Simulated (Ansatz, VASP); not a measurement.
# V: VASP beside Ansatz

```xyz
1
Lattice="-1.4676 1.4676 1.4903 1.4676 -1.4676 1.4903 1.4676 1.4676 -1.4903" Properties=species:S:1:pos:R:3 pbc="T T T"
V     0.0000    0.0000    0.0000
```

Change from the starting cell: strain -0.030 along x and y, -0.015 along z, atoms carried along.

Alike in both runs: task single point; functional PBE; k mesh 22 × 22 × 22; occupations gaussian, width 0.15 eV; no spin polarisation.

```csv
,VASP,Ansatz
version,VASP 6.6.1,Ansatz 0.2.0
potentials or method,"VASP PAW PBE potentials, release 64 (V_sv), cutoff 520 eV","scalar-relativistic, plane waves, PAW"
valence electrons in the cell,13,13
```

Ansatz gave:

```
gap on the k mesh at the Fermi level (eV)                     : none
pressure (GPa)                                                : 9.4
traceless stress, the component that is largest in VASP (GPa) : -1.45
```

Question: What did VASP give for the same quantities?

Answer: gap on the k mesh at the Fermi level (eV): none; pressure (GPa): 9.7; traceless stress, the component that is largest in VASP (GPa): -1.45.

A gap of «none» marks a metal or a gap that the smearing closes. With one functional, cell and mesh, what is left measures potentials, basis and numerics.
